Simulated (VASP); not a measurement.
A run of VASP 6.6.1 is set up as follows.

File INCAR:

```
SYSTEM = RbBr
PREC = Accurate
ENCUT = 520
EDIFF = 1E-6
ISMEAR = 0
SIGMA = 0.01
LREAL = .FALSE.
LASPH = .TRUE.
NELM = 80
ALGO = Normal
ISIF = 2
LWAVE = .FALSE.
LCHARG = .FALSE.
GGA = PE
NBANDS = 24
```

The input KPOINTS:

```
regular mesh
0
G
  6 6 4
  0 0 0
```

Contents of POSCAR:

```
RbBr
1.0
    5.8104058332      0.0000000000      0.0000000000
   -2.9052029166      5.0319590579      0.0000000000
    0.0000000000      0.0000000000      6.8149477616
Rb Br
2 2
Direct
    0.3333333333      0.6666666667     -0.0624917499
    0.6666666667      0.3333333333      0.4375082501
    0.3333333333      0.6666666667      0.4374917499
    0.6666666667      0.3333333333      0.9374917499
```

Potentials or basis: VASP PAW PBE potentials, release 64 (Rb_sv, Br).

The run is started by

```bash
$ cat potpaw_PBE.64/Rb_sv/POTCAR potpaw_PBE.64/Br/POTCAR > POTCAR
$ mpirun -np 1 vasp_std > vasp.out
```

(1) Estimate the pressure.

(2) Estimate the band gap on the k mesh.

Answers

(1) 0.7 GPa.

(2) 4.12 eV, direct.
